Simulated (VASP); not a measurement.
A run of VASP 6.6.1:

The input POSCAR:

```
Ge
1.0
    0.0000000000      2.8909585995      2.8909585995
    2.8909585995      0.0000000000      2.8909585995
    2.8909585995      2.8909585995      0.0000000000
Ge
2
Direct
    0.0000000000      0.0000000000      0.0000000000
    0.2500000000      0.2500000000      0.2500000000
```

Contents of INCAR.step1:

```
PREC     = Accurate       # precision mode
ENCUT    = 520            # plane-wave cutoff, eV
ISMEAR   = -1             # smearing method
SIGMA    = 0.1            # smearing width, eV
LREAL    = F              # projectors in reciprocal space
LASPH    = T              # aspherical terms in the spheres
NELM     = 80             # most SCF steps
NBANDS   = 21             # bands
GGA      = PE             # functional
ALGO     = Normal         # electronic algorithm
EDIFF    = 1E-4           # SCF threshold, eV
LWAVE    = T              # write WAVECAR
LCHARG   = F              # write CHGCAR
```

The input INCAR.step2:

```
PREC     = Accurate       # precision mode
ENCUT    = 520            # plane-wave cutoff, eV
EDIFF    = 1E-7           # SCF threshold, eV
ISMEAR   = -1             # smearing method
SIGMA    = 0.1            # smearing width, eV
LREAL    = F              # projectors in reciprocal space
LASPH    = T              # aspherical terms in the spheres
NELM     = 80             # most SCF steps
ALGO     = Normal         # electronic algorithm
ISIF     = 2              # what is computed and relaxed
LWAVE    = F              # write WAVECAR
LCHARG   = T              # write CHGCAR
METAGGA  = R2SCAN         # meta-GGA
LMIXTAU  = T            
LELF     = T              # ELF
LVHAR    = T            
NBANDS   = 21             # bands
ISTART   = 1
```

Contents of KPOINTS:

```
regular mesh
0
Gamma
  10 10 10
```

Potentials or basis: VASP PAW PBE potentials, release 64 (Ge_d).

Run with:

```sh
$ cat potpaw_PBE.64/Ge_d/POTCAR > POTCAR
$ cp INCAR.step1 INCAR
$ mpirun -np 1 vasp_std > vasp.out
$ cp INCAR.step2 INCAR
$ mpirun -np 1 vasp_std > vasp.out
```

Hardware: 1 thread of AMD EPYC 9R45 96-Core Processor (Zen 5), on a shared host.

**Question.** Estimate the wall time of this run.

**Answer.** Run time: 120 s on 1 thread of AMD EPYC 9R45 96-Core Processor (Zen 5) (shared host), peak memory 0.15 GiB. Counts: k points 47.
